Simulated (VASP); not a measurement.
Hg:

```xyz
2
Lattice="3.1955 0.0000 0.0000 -1.5977 2.7674 0.0000 0.0000 0.0000 5.2182" Properties=species:S:1:pos:R:3 pbc="T T T"
Hg    0.0000    1.8449    1.3046
Hg    1.5977    0.9225    3.9137
```

```yaml
Program: VASP 6.6.1
Task: relaxation of cell and atoms
Functional: PBEsol
Potentials_or_basis: VASP PAW PBE potentials, release 64 (Hg)
Cutoff: 600 eV
k_mesh: 11 × 11 × 6
Occupations: fermi-dirac, width 0.1 eV
Spin: no spin polarisation
```

At the start: pressure 1.4 GPa; volume 23.07 Å³/atom.

Where does the relaxation end?

Over 8 steps the energy falls by 3.8 meV/atom and the volume is 23.85 Å³/atom (+3.4 %); space group P6_3/mmc (No. 194, to 0.05 Å).

Step by step:
```csv
step,energy change (eV),largest force (eV/Å),pressure (GPa),volume (Å³)
1,0.0000,0.0000,1.35,46.15
2,-0.0068,0.0000,0.22,47.46
3,-0.0071,0.0000,-0.01,47.79
4,-0.0071,0.0000,-0.03,47.82
5,-0.0072,0.0000,0.03,47.80
6,-0.0075,0.0000,0.00,47.75
7,-0.0075,0.0000,0.03,47.64
8,-0.0077,0.0000,0.00,47.70
```

Final structure:
```yaml
crystal:
  lattice:
    - [3.20860, 0.00000, 0.00000]
    - [-1.60430, 2.77873, 0.00000]
    - [0.00000, 0.00000, 5.35034]
  atoms:
    - { symbol: Hg, position: [0.33333, 0.66667, 0.25000] }
    - { symbol: Hg, position: [0.66667, 0.33333, 0.75000] }
```

Caveat: the PAW data sets were made with another functional, which shifts forces and pressure a little.
